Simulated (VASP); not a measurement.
A run of VASP 6.6.1 is set up as follows.

INCAR

```
SYSTEM = Ge
PREC = Accurate
ENCUT = 520
EDIFF = 1E-7
ISMEAR = 0
SIGMA = 0.15
LREAL = .FALSE.
LASPH = .TRUE.
NELM = 80
ALGO = Normal
ISIF = 2
LWAVE = .FALSE.
LCHARG = .FALSE.
GGA = CA
NBANDS = 36
```

File KPOINTS:

```
regular mesh
0
G
  6 6 6
  0 0 0
```

Contents of POSCAR:

```
Ge
1.0
    0.0000000000      2.8334978959      5.0230484541
    2.5828786429      0.0000000000      5.0230484541
    2.5828786429      2.8334978959      0.0000000000
Ge
4
Direct
    0.7818700000      0.7818700000      0.2181300000
    0.2181300000      0.2181300000      0.7818700000
    0.2735100000      0.7264900000      0.2735100000
    0.7264900000      0.2735100000      0.7264900000
```

Potentials or basis: VASP PAW LDA potentials, release 64 (Ge_d).

Command:

```sh
$ cat potpaw_LDA.64/Ge_d/POTCAR > POTCAR
$ mpirun -np 1 vasp_std > vasp.out
```

What does it give for the pressure?

-1.2 GPa.

What does it give for the band gap on the k mesh?

Zero (band 28 reaches 8.17 eV, above the bottom of band 29 at 4.68 eV).

Stress tensor (GPa, compression positive):
```
 0.62  0.00  0.00
 0.00 -1.68  0.00
 0.00  0.00 -2.59
```
